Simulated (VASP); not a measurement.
Wanted: the native input for a VASP 6.6.1 run.

```
Task                   : single point
Functional             : PBE
Potentials or basis    : VASP PAW PBE potentials, release 64 (Ag, Cl)
Cutoff                 : 520 eV
k mesh                 : 8 × 8 × 8
Occupations            : gaussian, width 0.05 eV
Spin                   : no spin polarisation
Dipole correction      : no
Further INCAR settings : ALGO = Normal; EDIFF = 1e-06; NBANDS = 16
```

The structure of AgCl lies in POSCAR:

```
AgCl
1.0
    0.0000000000      2.6622240000      2.7731500000
    2.6622240000      0.0000000000      2.7731500000
    2.6622240000      2.6622240000      0.0000000000
Ag Cl
1 1
Direct
    0.5000000000      0.5000000000      0.5000000000
    0.0000000000      0.0000000000      0.0000000000
```

This cell differs from its parent crystal: strain -0.040 along x and y, +0.000 along z.

One way to write it, as run:

INCAR

```
SYSTEM = AgCl
PREC = Accurate ; ENCUT = 520
EDIFF = 1E-6 ; ISMEAR = 0
SIGMA = 0.05 ; LREAL = .FALSE.
LASPH = .TRUE. ; NELM = 100
ALGO = Normal ; ISIF = 2
LWAVE = .FALSE. ; LCHARG = .FALSE.
GGA = PE ; NBANDS = 16
```

KPOINTS

```
Automatic mesh
0
G
  8 8 8
  0 0 0
```

Potentials or basis: VASP PAW PBE potentials, release 64 (Ag, Cl).

Run with:

```bash
$ cat potpaw_PBE.64/Ag/POTCAR potpaw_PBE.64/Cl/POTCAR > POTCAR
$ mpirun -np 1 vasp_std > vasp.out
```

Results of the run:

```
Pressure               : 6.7 GPa
Band gap on the k mesh : 0.77 eV, indirect (least direct gap 3.48 eV)
```

Caveat: the cell differs from its parent crystal (strain -0.040 along x and y, +0.000 along z).

Run time: 38 s on 1 thread of Intel(R) Xeon(R) Platinum 8259CL CPU @ 2.50GHz (Skylake/Cascade Lake), on a shared host, peak memory 0.18 GiB.
